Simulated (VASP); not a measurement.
## LiB8: single point with PBE+D3(BJ)

Crystal: LiB8.

```
Li B
1.0
     5.80138    0.00000    0.00000
    -2.90069    5.02414    0.00000
     0.00000    0.00000    1.98452
Li B
1 8
Cartesian
  0.0000 0.0000 0.9923
  1.3058 4.1033 1.9846
  2.9007 1.6747 0.9922
  -1.3058 4.1033 1.9846
  0.0000 1.8416 1.9846
  2.9007 3.1825 0.0000
  4.2065 0.9208 0.0000
  0.0000 3.3494 0.9923
  1.5949 0.9208 0.0000
```

| Item | Value |
| --- | --- |
| Program | VASP 6.6.1 |
| Task | single point |
| Functional | PBE |
| Dispersion | D3(BJ) |
| Potentials or basis | VASP PAW PBE potentials, release 64 (Li_sv, B) |
| Cutoff | 520 eV |
| k mesh | 3 × 3 × 6 |
| Occupations | gaussian, width 0.1 eV |
| Spin | no spin polarisation |

```yaml
Largest_force: 0.031 eV/Å
Dispersion_energy_per_atom: -0.255 eV
```

Forces in eV/Å, atoms in the order of the input:
```
Li   0.000  0.000  0.000
B   -0.027 -0.016  0.000
B    0.000  0.000  0.001
B    0.027 -0.016  0.000
B    0.000  0.031  0.000
B    0.000 -0.031  0.000
B   -0.027  0.016  0.000
B    0.000  0.000 -0.001
B    0.027  0.016  0.000
```

Levels at points of the mesh, in eV from the Fermi level:
```
           k point  band 9  band 10  band 11  band 12  band 13  band 14  band 15  band 16  band 17  band 18
(0.00, 0.00, 0.00)   -4.84    -4.84    -3.31    -1.22    -1.22     2.59     2.59     4.86     4.86     5.64
(0.00, 0.00, 0.50)   -4.20    -4.20    -2.57    -2.57    -2.33    -2.33     1.50     2.87     3.64     3.64
```

It took 53 s on 1 thread of AMD EPYC 7R13 Processor (Zen 3), on a shared host, peak memory 0.15 GiB.

Caveat: the k points lie up to 0.53 Å⁻¹ apart.
